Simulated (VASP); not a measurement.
Runs of VASP 6.6.1 on Ir. The structure is that of space group P6_3/mmc (No. 194), or close to it. The cells are those of the table. 

| potentials or basis | spin | fixed moment (μB) | cell | cutoff (eV) | second run | gap on the mesh (eV) | pressure (GPa) | moment (μB) |
| --- | --- | --- | --- | --- | --- | --- | --- | --- |
| VASP PAW LDA potentials, release 64 (Ir) | off | - | a = 2.809, b = 2.809, c = 4.555 Å, angles 90.0, 90.0, 120.0°, 2 atoms | 520 | - | none | -32.4 | - |
| VASP PAW LDA potentials, release 64 (Ir) | off | - | a = 2.592, b = 2.592, c = 4.203 Å, angles 90.0, 90.0, 120.0°, 2 atoms | 520 | - | none | (b) | - |
| VASP PAW LDA potentials, release 64 (Ir_sv_GW) | off | - | a = 2.705, b = 2.705, c = 4.386 Å, angles 90.0, 90.0, 120.0°, 2 atoms | 500 | valence_matched | none | -1.7 | - |
| VASP PAW LDA potentials, release 64 (Ir) | collinear, ferromagnetic start | 1.2 | a = 2.705, b = 2.705, c = 4.386 Å, angles 90.0, 90.0, 120.0°, 2 atoms | 520 | - | - | (a) | 1.20 |
| VASP PAW LDA potentials, release 64 (Ir) | off | - | a = 2.859, b = 2.859, c = 4.635 Å, angles 90.0, 90.0, 120.0°, 2 atoms | 520 | - | none | -42.2 | - |
| VASP PAW LDA potentials, release 64 (Ir) | off | - | a = 2.758, b = 2.758, c = 4.472 Å, angles 90.0, 90.0, 120.0°, 2 atoms | 520 | - | none | -18.0 | - |
| VASP PAW LDA potentials, release 64 (Ir) | collinear, ferromagnetic start | 0.4 | a = 2.705, b = 2.705, c = 4.386 Å, angles 90.0, 90.0, 120.0°, 2 atoms | 520 | - | - | 3.1 | 0.40 |
| VASP PAW LDA potentials, release 64 (Ir_sv_GW) | off | - | a = 2.758, b = 2.758, c = 4.472 Å, angles 90.0, 90.0, 120.0°, 2 atoms | 500 | valence_matched | none | -21.8 | - |

Alike in all rows: task single point; level LDA; k mesh 21 × 21 × 12; smearing gaussian 0.15 eV.

Question: Estimate the missing entries.

Answer: (a) 5.9; (b) 75.2.

Caveats: spin-orbit coupling is left out, which moves the levels of the heavy elements; the total moment is fixed, so each spin has its own Fermi level (some runs).

A k mesh can miss the band edges, and the runs leave out spin-orbit coupling on Ir.

A gap of «none» marks levels without a gap at the run's occupations.

The runs don't all hold the same shells in valence.
